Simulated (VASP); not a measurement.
## BeTe: vibrations by perturbation theory with PBEsol

Crystal: BeTe.

```
Be Te
1.0
     0.00000    2.78870    2.78870
     2.78870    0.00000    2.78870
     2.78870    2.78870    0.00000
Be Te
1 1
Cartesian
  0.0000 0.0000 0.0000
  4.1831 4.1831 4.1831
```

```json
{
 "Program": "VASP 6.6.1",
 "Task": "vibrations by perturbation theory",
 "Functional": "PBEsol",
 "Potentials or basis": "VASP PAW PBE potentials, release 64 (Be, Te)",
 "Cutoff": "600 eV",
 "k mesh": "8 × 8 × 8",
 "Occupations": "gaussian, width 0.1 eV",
 "Spin": "no spin polarisation",
 "Dipole correction": "no",
 "Further INCAR settings": "ALGO = Normal; EDIFF = 1e-08; NBANDS = 11; IBRION = 8; NSW = 1"
}
```

```json
{"Highest phonon frequency at Γ, LO-TO splitting left out": "484 cm⁻¹"}
```

Phonon frequencies in cm⁻¹ (negative: imaginary):
```csv
q point,frequencies
"(0.000, 0.000, 0.000)",0 0 0 484 484 484
```

Wall time 4.2 min on 1 thread of Intel Xeon 8259CL, on a shared host, peak memory 0.29 GiB.

Caveat: the cell wasn't relaxed at this level first, which shifts response properties.
